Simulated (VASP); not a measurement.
# Mo (P6/mmm) in VASP: notebook

Mo is run at these levels: PBEsol; tasks: single point.

All numbers are computed with VASP 6.6.1; they aren't measurements. Logs are shortened: lines on timing, memory, paths and dates and some standing lists are left out, and cuts for length are marked.

## Step 1: The cell of the first run

The structure is hexagonal, space group P6/mmm (No. 191). Conventional cell: a = 2.804 Å, b = 2.804 Å, c = 2.555 Å, α = 90.00°, β = 90.00°, γ = 120.00°. Within 3.4 Å of Mo (site symmetry 6/mmm) lie 8 Mo at 2.56 to 2.80 Å.

## Step 2: Single point, PBEsol (strain +0.0250 x Voigt [1, 1, 0, 0, 0, 0])

INCAR

```
SYSTEM = Mo
  PREC = Accurate
  ENCUT = 520
  EDIFF = 1E-6
  ISMEAR = 0
  SIGMA = 0.15
  LREAL = .False.
  LASPH = .True.
  NELM = 100
  ALGO = Normal
  ISIF = 2
  LWAVE = .False.
  LCHARG = .False.
  GGA = PS
  NBANDS = 13
```

KPOINTS

```
Automatic mesh
0
Gamma
  18 18 18
  0 0 0
```

POSCAR

```
Mo
1.0
    2.8038981571      0.0000000000      0.0000000000
   -1.4019490786      2.4282470337      0.0000000000
    0.0000000000      0.0000000000      2.5551807000
Mo
1
Direct
    0.0000000000      0.0000000000      0.5000000000
```

Potentials or basis: VASP PAW PBE potentials, release 64 (Mo_sv).

On the command line:

```console
$ cat potpaw_PBE.64/Mo_sv/POTCAR > POTCAR
$ mpirun -np 1 vasp_std > vasp.out
```

OUTCAR:

```text
SYSTEM = Mo
   PREC = Accurate
   ENCUT = 520
   EDIFF = 1E-6
   ISMEAR = 0
   LREAL = .False.
   LASPH = .True.
   NELM = 100
   ISIF = 2
   GGA = PS

 ion  position               nearest neighbor table
   1  0.000  0.000  0.500-

  LATTYP: Found a hexagonal cell.
 ALAT       =     2.8038981571
 C/A-ratio  =     0.9112958306

  Lattice vectors:

 A1 = (   2.8038981571,   0.0000000000,   0.0000000000)
 A2 = (  -1.4019490786,   2.4282470337,   0.0000000000)
 A3 = (   0.0000000000,   0.0000000000,   2.5551807000)

Analysis of symmetry for initial positions (statically):
=====================================================================
 Subroutine PRICEL returns:
 Original cell was already a primitive cell.

 Routine SETGRP: Setting up the symmetry group for a
 hexagonal supercell.

 Subroutine GETGRP returns: Found 24 space group operations
 (whereof 24 operations were pure point group operations)
 out of a pool of 24 trial point group operations.

The static configuration has the point symmetry D_6h.

Analysis of symmetry for dynamics (positions and initial velocities):
=====================================================================
 Subroutine PRICEL returns:
 Original cell was already a primitive cell.

 Routine SETGRP: Setting up the symmetry group for a
 hexagonal supercell.

 Subroutine GETGRP returns: Found 24 space group operations
 (whereof 24 operations were pure point group operations)
 out of a pool of 24 trial point group operations.

The dynamic configuration has the point symmetry D_6h.

 Subroutine INISYM returns: Found 24 space group operations
 (whereof 24 operations are pure point group operations),
 and found     1 'primitive' translations

----------------------------------------------------------------------------------------

                                     Primitive cell

  volume of cell :      17.3971

  direct lattice vectors                    reciprocal lattice vectors
     2.803898157  0.000000000  0.000000000     0.356646334  0.205909857  0.000000000
    -1.401949079  2.428247034  0.000000000     0.000000000  0.411819714  0.000000000
     0.000000000  0.000000000  2.555180700     0.000000000  0.000000000  0.391361754

  length of vectors
     2.803898157  2.803898157  2.555180700     0.411819714  0.411819714  0.391361754

  position of ions in fractional coordinates (direct lattice)
     0.000000000  0.000000000  0.500000000

  ion indices of the primitive-cell ions
   primitive index   ion index
[... 75 lines left out ...]
   EDIFFG = 0.1E-04   stopping-criterion for IOM
   NSW    =      0    number of steps for IOM
   IBRION =     -1    ionic relax: 0-MD 1-quasi-New 2-CG
   NFREE  =      0    steps in history (QN), initial steepest desc. (CG)
   ISIF   =      2    stress and relaxation
   ISYM   =      2    0-nonsym 1-usesym 2-fastsym
   POTIM  = 0.5000    time-step for ionic-motion
   TEBEG  =    0.0;   TEEND  =   0.0 temperature during run
   PSTRESS=    0.0 pullay stress
   NELECT =      14.0000    total number of electrons
   NUPDOWN=      -1.0000    fix difference up-down
   EMIN   =  10.00;   EMAX   =-10.00  energy-range for DOS
   EFERMI =   0.00;   METHOD = LEGACY
   ISMEAR =     0;   SIGMA  =   0.15  broadening in eV -4-tet -1-fermi 0-gaus
   EFERMI_NEDOS =   21; number of points for ismear=-14 and -15
   IALGO  =     38    algorithm
   IMIX   =      4    mixing-type and parameters
     AMIX     =   0.40;   BMIX     =  1.00
     AMIX_MAG =   1.60;   BMIX_MAG =  1.00
  volume/ion in A,a.u.               =      17.40       117.40
  Fermi-wavevector in a.u.,A,eV,Ry     =   1.522738  2.877558 31.548263  2.318732
  Thomas-Fermi vector in A             =   2.631277
   LORBIT       =      0    0 simple, 1 ext, 2 COOP (PROOUT), +10 PAW based schemes
   GGA     = PS    functional components
   LHFCALC =     F    Hartree Fock is set to
   AEXX    =    0.0000 exact exchange contribution
   IVDW    =     0    specifies the selected vdW correction
   LEPSILON=     F    determine dielectric tensor
   LRPA    =     F    only Hartree local field effects (RPA)
 non-spin polarized calculation
 Gauss-broadening in eV      SIGMA  =   0.15
  energy-cutoff  :      520.00
  volume of cell :       17.40
 maximum number of plane-waves:       484
 NGX is ok and might be reduce to    24
   NGX = 11   NGY = 11   NGZ =  9

 number of electron      14.0000001 magnetization

 Free energy of the ion-electron system (eV)
  ---------------------------------------------------
  ext. energy  EPLUGINS =         0.00000000
  ---------------------------------------------------
  free energy    TOTEN  =       -10.83205277 eV

  energy without entropy =      -10.82037382  energy(sigma->0) =      -10.82621330

 E-fermi :  10.6330     XC(G=0): -12.8468

 val. band max:       10.6329334397   @ k =   0.2222   0.2222   0.4444
 cond. band min:      10.6331153910   @ k =   0.3333   0.3333   0.3889
 fundamental gap:      0.0001819513
 Fermi energy:        10.6329709071

 k-point     1 :       0.0000    0.0000    0.0000
  band No.  band energies     occupation
      1     -50.2550      2.00000
      2     -23.6989      2.00000
      3     -23.6989      2.00000
      4     -23.5017      2.00000
      5       4.0432      2.00000
      6       6.5851      2.00000
      7       9.8325      2.00000
      8       9.8325      2.00000
      9      14.6194      0.00000
     10      14.6194      0.00000
     11      23.4744      0.00000
     12      26.6486      0.00000
     13      30.3282      0.00000
[... 354 lines left out ...]
  band No.  band energies     occupation
      1     -50.0856      2.00000
      2     -24.7380      2.00000
      3     -24.0335      2.00000
      4     -23.3830      2.00000
      5       6.5229      2.00000
      6       7.5400      2.00000
      7      10.5711      1.44044
      8      12.0902      0.00000
      9      13.8307      0.00000
     10      15.1626      0.00000
     11      19.9908      0.00000
     12      22.6700      0.00000
     13      28.0549      0.00000

 [... further k-points ...]
[... 5 lines left out ...]
  --------------------------------------------------------------------------------------
  -------------------------------------------------------------------------------------
  Total       -1.3866068     -1.3866068     -1.3959762      0.0000000     -0.0000000      0.0000000
  in kB     -127.6989133   -127.6989133   -128.5617823      0.0000000     -0.0000000      0.0000000
  external PRESSURE =    -127.9865363 kB  Pullay stress =       0.0000000 kB

 VOLUME and BASIS-vectors are now :
 -----------------------------------------------------------------------------
  energy-cutoff  :      520.00
  volume of cell :       17.40
      direct lattice vectors                 reciprocal lattice vectors
     2.803898157  0.000000000  0.000000000     0.356646334  0.205909857  0.000000000
    -1.401949079  2.428247034  0.000000000     0.000000000  0.411819714  0.000000000
     0.000000000  0.000000000  2.555180700     0.000000000  0.000000000  0.391361754

 POSITION                                       TOTAL-FORCE (eV/Angst)
 -----------------------------------------------------------------------------------
      0.00000      0.00000      1.27759        -0.000000      0.000000      0.000000
 -----------------------------------------------------------------------------------
    total drift:                                0.000000      0.000000     -0.000000

  FREE ENERGIE OF THE ION-ELECTRON SYSTEM (eV)
  ---------------------------------------------------
  free  energy   TOTEN  =       -10.8320527745 eV

  energy  without entropy=      -10.8203738215  energy(sigma->0) =      -10.82621330
```

OSZICAR:

```text
N       E                     dE             d eps       ncg     rms          rms(c)
DAV:   1     0.110839486586E+03    0.11084E+03   -0.92083E+03  9692   0.111E+03
DAV:   2    -0.100148649002E+02   -0.12085E+03   -0.11707E+03 10735   0.328E+02
DAV:   3    -0.114241292350E+02   -0.14093E+01   -0.14047E+01 11475   0.364E+01
DAV:   4    -0.114282935920E+02   -0.41644E-02   -0.41643E-02 10845   0.224E+00
DAV:   5    -0.114283277987E+02   -0.34207E-04   -0.34207E-04 11570   0.172E-01    0.127E+01
DAV:   6    -0.108995220025E+02    0.52881E+00   -0.70383E-01  9840   0.968E+00    0.349E+00
DAV:   7    -0.108361273528E+02    0.63395E-01   -0.11421E-01 10820   0.364E+00    0.781E-01
DAV:   8    -0.108320580174E+02    0.40693E-02   -0.40244E-03 10055   0.789E-01    0.111E-01
DAV:   9    -0.108320477683E+02    0.10249E-04   -0.88085E-05 11875   0.109E-01    0.498E-02
DAV:  10    -0.108320527160E+02   -0.49477E-05   -0.93169E-06 10455   0.338E-02    0.163E-03
DAV:  11    -0.108320527745E+02   -0.58428E-07   -0.11812E-07  6030   0.379E-03
   1 F= -.10832053E+02 E0= -.10826213E+02  d E =-.116790E-01
```

Run time: 19 s. Hardware: 1 thread of Intel Xeon 6975P-C (Granite Rapids), shared host; peak memory 0.19 GiB.

What came out:

| Property | Result |
| --- | --- |
| Free energy | -10.8321 eV |
| Pressure | -12.8 GPa |
| Band gap on the k mesh | zero (band 7 reaches 11.50 eV, above the bottom of band 8 at 9.83 eV) |

Caveat: the cell differs from its parent crystal (strain +0.0250 x Voigt [1, 1, 0, 0, 0, 0]); the PAW data sets were made with another functional, which shifts forces and pressure a little.

## Step 3: Single point, PBEsol (strain +0.0500 x Voigt [1, 1, 0, 0, 0, 0])

INCAR

```
ALGO = Normal
EDIFF = 1E-7
ENCUT = 520
GGA = PS
ISIF = 2
ISMEAR = 0
LASPH = T
LCHARG = F
LREAL = F
LWAVE = F
NBANDS = 13
NELM = 100
PREC = Accurate
SIGMA = 0.15
```

KPOINTS

```
k-points
0
Gamma
  18 18 18
```

POSCAR

```
Mo
1.0
    2.8722859171      0.0000000000      0.0000000000
   -1.4361429585      2.4874725711      0.0000000000
    0.0000000000      0.0000000000      2.5551807000
Mo
1
Direct
    0.0000000000      0.0000000000      0.5000000000
```

Potentials or basis: VASP PAW PBE potentials, release 64 (Mo_sv).

On the command line:

```console
$ cat potpaw_PBE.64/Mo_sv/POTCAR > POTCAR
$ mpirun -np 1 vasp_std > vasp.out
```

It took 20 s on 1 thread of Intel Xeon 6975P-C (Granite Rapids), shared host; peak memory 0.19 GiB.

It converged, with:

```yaml
Free_energy: -10.7399 eV
Pressure: -20.0 GPa
Band_gap_on_the_k_mesh: zero (band 7 reaches 10.64 eV, above the bottom of band 8 at 9.17 eV)
```

Stress tensor (GPa, compression positive):
```
-21.20   0.00   0.00
  0.00 -21.20   0.00
  0.00   0.00 -17.59
```

Levels at points of the mesh, in eV from the Fermi level:
```tsv
k point	band 3	band 4	band 5	band 6	band 7	band 8	band 9	band 10	band 11	band 12
(0.00, 0.00, 0.00)	-34.43	-34.11	-6.38	-3.84	-0.74	-0.74	3.85	3.85	12.65	16.27
(0.50, 0.00, 0.00)	-34.64	-34.02	-4.26	-3.07	0.71	1.57	3.36	3.63	8.56	12.23
(0.00, 0.00, 0.50)	-34.26	-34.26	-3.12	0.15	0.15	0.34	0.34	0.42	9.94	16.06
(0.50, 0.00, 0.50)	-35.08	-34.46	-4.64	-2.58	-0.68	4.03	5.60	6.35	6.59	15.58
```

Caveat: the cell differs from its parent crystal (strain +0.0500 x Voigt [1, 1, 0, 0, 0, 0]); the PAW data sets were made with another functional, which shifts forces and pressure a little.

## Step 4: Single point, PBEsol (strain +0.0750 x Voigt [1, 1, 0, 0, 0, 0])

INCAR

```
SYSTEM = Mo
PREC = Accurate
ENCUT = 520
EDIFF = 1E-6
ISMEAR = 0
SIGMA = 0.15
LREAL = .FALSE.
LASPH = .TRUE.
NELM = 100
ALGO = Normal
ISIF = 2
LWAVE = .FALSE.
LCHARG = .FALSE.
GGA = PS
NBANDS = 13
```

KPOINTS

```
Automatic mesh
0
G
  18 18 18
  0 0 0
```

POSCAR

```
Mo
1.0
    2.9406736770      0.0000000000      0.0000000000
   -1.4703368385      2.5466981085      0.0000000000
    0.0000000000      0.0000000000      2.5551807000
Mo
1
Direct
    0.0000000000      0.0000000000      0.5000000000
```

Potentials or basis: VASP PAW PBE potentials, release 64 (Mo_sv).

On the command line:

```console
$ cat potpaw_PBE.64/Mo_sv/POTCAR > POTCAR
$ mpirun -np 1 vasp_std > vasp.out
```

OUTCAR:

```text
SYSTEM = Mo
   PREC = Accurate
   ENCUT = 520
   EDIFF = 1E-6
   ISMEAR = 0
   LREAL = .FALSE.
   LASPH = .TRUE.
   NELM = 100
   ISIF = 2
   GGA = PS

 ion  position               nearest neighbor table
   1  0.000  0.000  0.500-

  LATTYP: Found a hexagonal cell.
 ALAT       =     2.9406736770
 C/A-ratio  =     0.8689099780

  Lattice vectors:

 A1 = (   2.9406736770,   0.0000000000,   0.0000000000)
 A2 = (  -1.4703368385,   2.5466981085,   0.0000000000)
 A3 = (   0.0000000000,   0.0000000000,   2.5551807000)

Analysis of symmetry for initial positions (statically):
=====================================================================
 Subroutine PRICEL returns:
 Original cell was already a primitive cell.

 Routine SETGRP: Setting up the symmetry group for a
 hexagonal supercell.

 Subroutine GETGRP returns: Found 24 space group operations
 (whereof 24 operations were pure point group operations)
 out of a pool of 24 trial point group operations.

The static configuration has the point symmetry D_6h.

Analysis of symmetry for dynamics (positions and initial velocities):
=====================================================================
 Subroutine PRICEL returns:
 Original cell was already a primitive cell.

 Routine SETGRP: Setting up the symmetry group for a
 hexagonal supercell.

 Subroutine GETGRP returns: Found 24 space group operations
 (whereof 24 operations were pure point group operations)
 out of a pool of 24 trial point group operations.

The dynamic configuration has the point symmetry D_6h.

 Subroutine INISYM returns: Found 24 space group operations
 (whereof 24 operations are pure point group operations),
 and found     1 'primitive' translations

----------------------------------------------------------------------------------------

                                     Primitive cell

  volume of cell :      19.1358

[... 107 lines left out ...]
  volume/ion in A,a.u.               =      19.14       129.13
  Fermi-wavevector in a.u.,A,eV,Ry     =   1.475148  2.787625 29.607108  2.176061
  Thomas-Fermi vector in A             =   2.589832
   LORBIT       =      0    0 simple, 1 ext, 2 COOP (PROOUT), +10 PAW based schemes
   GGA     = PS    functional components
   LHFCALC =     F    Hartree Fock is set to
   AEXX    =    0.0000 exact exchange contribution
   IVDW    =     0    specifies the selected vdW correction
   LEPSILON=     F    determine dielectric tensor
   LRPA    =     F    only Hartree local field effects (RPA)
 non-spin polarized calculation
 Gauss-broadening in eV      SIGMA  =   0.15
  energy-cutoff  :      520.00
  volume of cell :       19.14
 maximum number of plane-waves:       537
 NGX is ok and might be reduce to    24
   NGX = 11   NGY = 11   NGZ =  9

 number of electron      14.0000001 magnetization

 Free energy of the ion-electron system (eV)
  ---------------------------------------------------
  ext. energy  EPLUGINS =         0.00000000
  ---------------------------------------------------
  free energy    TOTEN  =       -10.60725256 eV

  energy without entropy =      -10.59204858  energy(sigma->0) =      -10.59965057

 E-fermi :   9.2448     XC(G=0): -12.3299

 val. band max:        9.2435151999   @ k =   0.0556   0.0556   0.4444
 cond. band min:       9.2537497157   @ k =   0.4444   0.0000   0.3333
 fundamental gap:      0.0102345159
 Fermi energy:         9.2448105922

 k-point     1 :       0.0000    0.0000    0.0000
  band No.  band energies     occupation
      1     -51.6156      2.00000
      2     -25.2704      2.00000
      3     -25.2704      2.00000
      4     -24.8416      2.00000
      5       3.0721      2.00000
      6       5.5836      2.00000
      7       8.5516      2.00000
      8       8.5516      2.00000
      9      12.9740      0.00000
     10      12.9740      0.00000
     11      21.6869      0.00000
     12      25.7613      0.00000
     13      27.3452      0.00000
[... 354 lines left out ...]
  band No.  band energies     occupation
      1     -51.5207      2.00000
      2     -25.9337      2.00000
      3     -25.4851      2.00000
      4     -24.7732      2.00000
      5       5.6002      2.00000
      6       6.2204      2.00000
      7       8.9837      1.98618
      8      11.1488      0.00000
      9      12.4083      0.00000
     10      13.0224      0.00000
     11      17.2097      0.00000
     12      20.2117      0.00000
     13      26.7287      0.00000

 [... further k-points ...]
[... 5 lines left out ...]
  --------------------------------------------------------------------------------------
  -------------------------------------------------------------------------------------
  Total       -3.2019168     -3.2019168     -2.6592658      0.0000000      0.0000000      0.0000000
  in kB     -268.0863497   -268.0863497   -222.6519031      0.0000000      0.0000000      0.0000000
  external PRESSURE =    -252.9415342 kB  Pullay stress =       0.0000000 kB

 VOLUME and BASIS-vectors are now :
 -----------------------------------------------------------------------------
  energy-cutoff  :      520.00
  volume of cell :       19.14
      direct lattice vectors                 reciprocal lattice vectors
     2.940673677  0.000000000  0.000000000     0.340058133  0.196332655  0.000000000
    -1.470336838  2.546698108  0.000000000     0.000000000  0.392665309  0.000000000
     0.000000000  0.000000000  2.555180700     0.000000000  0.000000000  0.391361754

 POSITION                                       TOTAL-FORCE (eV/Angst)
 -----------------------------------------------------------------------------------
      0.00000      0.00000      1.27759         0.000000      0.000000      0.000000
 -----------------------------------------------------------------------------------
    total drift:                                0.000000      0.000000     -0.000000

  FREE ENERGIE OF THE ION-ELECTRON SYSTEM (eV)
  ---------------------------------------------------
  free  energy   TOTEN  =       -10.6072525617 eV

  energy  without entropy=      -10.5920485815  energy(sigma->0) =      -10.59965057
```

OSZICAR:

```text
N       E                     dE             d eps       ncg     rms          rms(c)
DAV:   1     0.110656223121E+03    0.11066E+03   -0.90830E+03  9726   0.109E+03
DAV:   2    -0.976572239005E+01   -0.12042E+03   -0.11664E+03 10855   0.324E+02
DAV:   3    -0.112522622234E+02   -0.14865E+01   -0.14803E+01 11290   0.368E+01
DAV:   4    -0.112569760229E+02   -0.47138E-02   -0.47136E-02 11015   0.234E+00
DAV:   5    -0.112570159465E+02   -0.39924E-04   -0.39924E-04 11410   0.185E-01    0.105E+01
DAV:   6    -0.106710796911E+02    0.58594E+00   -0.83305E-01  9950   0.102E+01    0.252E+00
DAV:   7    -0.106113108524E+02    0.59769E-01   -0.10616E-01 11025   0.337E+00    0.839E-01
DAV:   8    -0.106072640849E+02    0.40468E-02   -0.47064E-03 10230   0.824E-01    0.140E-01
DAV:   9    -0.106072485630E+02    0.15522E-04   -0.12352E-04 11830   0.127E-01    0.535E-02
DAV:  10    -0.106072522784E+02   -0.37154E-05   -0.13074E-05 10685   0.337E-02    0.113E-02
DAV:  11    -0.106072525617E+02   -0.28329E-06   -0.11313E-06  6763   0.122E-02
   1 F= -.10607253E+02 E0= -.10599651E+02  d E =-.152040E-01
```

It took 23 s on 1 thread of Intel Xeon 6975P-C (Granite Rapids), shared host; peak memory 0.2 GiB.

Results:

```yaml
Free_energy: -10.6073 eV
Pressure: -25.3 GPa
Band_gap_on_the_k_mesh: zero (band 7 reaches 9.87 eV, above the bottom of band 8 at 8.55 eV)
```

Stress tensor (GPa, compression positive):
```
-26.81   0.00   0.00
  0.00 -26.81   0.00
  0.00   0.00 -22.27
```

Levels at points of the mesh, in eV from the Fermi level:
```tsv
k point	band 3	band 4	band 5	band 6	band 7	band 8	band 9	band 10	band 11	band 12
(0.00, 0.00, 0.00)	-34.52	-34.09	-6.17	-3.66	-0.69	-0.69	3.73	3.73	12.44	16.52
(0.50, 0.00, 0.00)	-34.68	-34.02	-3.99	-3.05	0.57	1.79	3.27	3.31	7.84	11.67
(0.00, 0.00, 0.50)	-34.35	-34.35	-2.83	0.13	0.13	0.23	0.23	0.60	9.85	16.00
(0.50, 0.00, 0.50)	-34.99	-34.50	-4.35	-2.25	-0.78	3.70	5.37	6.32	6.35	15.13
```

Caveat: the cell differs from its parent crystal (strain +0.0750 x Voigt [1, 1, 0, 0, 0, 0]); the PAW data sets were made with another functional, which shifts forces and pressure a little.

[end of part 1 of 2]
